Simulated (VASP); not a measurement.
Here is a VASP 6.6.1 calculation.

The input INCAR:

```
PREC = Accurate
ENCUT = 520
EDIFF = 1E-6
ISMEAR = -1
SIGMA = 0.05
LREAL = F
LASPH = T
NELM = 80
ALGO = Normal
ISIF = 2
LWAVE = F
LCHARG = F
GGA = CA
NBANDS = 8
```

File KPOINTS:

```
Automatic mesh
0
Gamma
  12 12 12
```

Contents of POSCAR:

```
Sb
1.0
   -1.6074605858      1.6074605858      2.7651271982
    1.6074605858     -1.6074605858      2.7651271982
    1.6074605858      1.6074605858     -2.7651271982
Sb
1
Direct
    0.0000000000      0.0000000000      0.0000000000
```

Potentials or basis: VASP PAW LDA potentials, release 64 (Sb).

Launch:

```sh
$ cat potpaw_LDA.64/Sb/POTCAR > POTCAR
$ mpirun -np 1 vasp_std > vasp.out
```

(1) Predict the pressure.

## Answers

(1) -5.4 GPa.
